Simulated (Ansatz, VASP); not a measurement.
## Rh in VASP and in Ansatz

Contents of POSCAR:

```
Rh
1.0
    2.6092112921      0.0000000000      0.0000000000
    0.0000000000      2.6092112921      0.0000000000
    0.0000000000      0.0000000000      2.6092112921
Rh
1
Direct
    0.0000000000      0.0000000000      0.0000000000
```

INCAR.step1

```
SYSTEM = Rh
PREC     = Accurate       ! precision mode
ENCUT    = 520            ! plane-wave cutoff, eV
ISMEAR   = -1             ! smearing method
SIGMA    = 0.05           ! smearing width, eV
LREAL    = .FALSE.        ! projectors in reciprocal space
LASPH    = .TRUE.         ! aspherical terms in the spheres
NELM     = 150            ! most SCF steps
ISPIN    = 2              ! spin polarisation
MAGMOM   = 1              ! initial moments
LMAXMIX  = 4              ! l up to which the mixer works
NBANDS   = 18             ! bands
GGA      = PE             ! functional
ALGO     = Normal         ! electronic algorithm
EDIFF    = 1E-4           ! SCF threshold, eV
LWAVE    = .TRUE.         ! write WAVECAR
LCHARG   = .FALSE.        ! write CHGCAR
```

File INCAR.step2:

```
SYSTEM = Rh
PREC     = Accurate       ! precision mode
ENCUT    = 520            ! plane-wave cutoff, eV
EDIFF    = 1E-6           ! SCF threshold, eV
ISMEAR   = -1             ! smearing method
SIGMA    = 0.05           ! smearing width, eV
LREAL    = .FALSE.        ! projectors in reciprocal space
LASPH    = .TRUE.         ! aspherical terms in the spheres
NELM     = 150            ! most SCF steps
ALGO     = Normal         ! electronic algorithm
ISIF     = 2              ! what is computed and relaxed
LWAVE    = .FALSE.        ! write WAVECAR
LCHARG   = .TRUE.         ! write CHGCAR
ISPIN    = 2              ! spin polarisation
MAGMOM   = 1              ! initial moments
LORBIT   = 11             ! projections on sites
LMAXMIX  = 4              ! l up to which the mixer works
METAGGA  = R2SCAN         ! meta-GGA
LMIXTAU  = .TRUE.       
LELF     = .TRUE.         ! ELF
LVHAR    = .TRUE.       
NBANDS   = 18             ! bands
ISTART   = 1
```

File KPOINTS:

```
regular mesh
0
G
  20 20 20
  0 0 0
```

Input for Ansatz:

```yaml
crystal:
  lattice:
    - [2.6092112921, 0.0, 0.0]
    - [0.0, 2.6092112921, 0.0]
    - [0.0, 0.0, 2.6092112921]
  atoms:
    - { symbol: Rh, position: [0.0, 0.0, 0.0], spin: 1.0 }
hamiltonian:
  xc: r2scan
  pseudopotentials:
    kind: paw
    azcp:
      Rh: "pseudopotentials/Rh.paw.azcp"
basis:
  ecutwfc: 500
  fft_grid_basis: typed
kpoints:
  mp_grid: { grid: [20, 20, 20], shift: [0, 0, 0] }
magnetization:
  spin_polarized: true
scf:
  occupations: { method: fermi_dirac, width: 0.05 }
output:
  stress: true
```

Alike in both runs: task single point; functional r2SCAN; k mesh 20 × 20 × 20; occupations fermi-dirac, width 0.05 eV; collinear spin.

|  | VASP | Ansatz |
| --- | --- | --- |
| version | VASP 6.6.1 | Ansatz 0.2.0 |
| potentials or method | VASP PAW PBE potentials, release 64 (Rh_pv), cutoff 520 eV | plane waves (500 eV) with PAW, scalar-relativistic |
| valence electrons in the cell | 15 | 17 |

|  | VASP | Ansatz | Ansatz less VASP |
| --- | --- | --- | --- |
| pressure (GPa) | -16.7 | -13.1 | +3.54 |
| net moment per atom (μB) | 0.00 | 1.00 | +0.999 |
| size of the moment on the site where the two differ most (μB) | 0.00 | 0.98 | +0.979 |

The net moments are unlike, so the other rows may belong to different states. VASP's potentials were made for PBE, not for r2SCAN. Site moments also hang on the region over which each program counts them. VASP's potentials hold 15 valence electrons a cell and Ansatz's 17, so a difference there can come from the potentials and not from the codes. Ansatz's warnings: stability check not made.
